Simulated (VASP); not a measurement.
Here is a VASP 6.6.1 calculation.

File POSCAR:

```
C
1.0
    2.5031953697      0.0000000000      0.0000000000
   -1.2515976849      2.1678307808      0.0000000000
    0.0000000000      0.0000000000      4.1688692845
C
4
Direct
    0.3333333333      0.6666666667      0.0002313171
    0.6666666667      0.3333333333      0.5002313171
    0.3333333333      0.6666666667      0.3747686829
    0.6666666667      0.3333333333      0.8747686829
```

INCAR.step1

```
  ALGO = Normal
  EDIFF = 1E-5
  ENCUT = 520
  GGA = PE
  ISIF = 2
  ISMEAR = 0
  LASPH = True
  LCHARG = False
  LREAL = False
  LWAVE = True
  NBANDS = 16
  NELM = 80
  PREC = Accurate
  SIGMA = 0.01
```

File INCAR.step2:

```
  ALGO = Normal
  EDIFF = 1E-6
  ENCUT = 520
  GGA = PE
  HFSCREEN = 0.2079
  ISIF = 2
  ISMEAR = 0
  ISTART = 1
  LASPH = True
  LCHARG = False
  LHFCALC = True
  LREAL = False
  LWAVE = False
  NBANDS = 16
  NELM = 80
  PREC = Accurate
  PRECFOCK = Normal
  SIGMA = 0.01
```

KPOINTS

```
k-points
0
Gamma
  9 9 4
```

Potentials or basis: VASP PAW PBE potentials, release 64 (C).

The run is started by

```bash
$ cat potpaw_PBE.64/C/POTCAR > POTCAR
$ cp INCAR.step1 INCAR
$ mpirun -np 1 vasp_std > vasp.out
$ cp INCAR.step2 INCAR
$ mpirun -np 1 vasp_std > vasp.out
```

(1) Predict the pressure.

(2) Estimate the band gap on the k mesh.

## Answers

(1) -4.9 GPa.

(2) 4.37 eV (least direct gap 6.33 eV).

Caveat: the cell stands under tension; the PAW data sets were made with another functional, which shifts forces and pressure a little; an odd mesh through Γ misses points on the zone boundary, where band edges can lie.
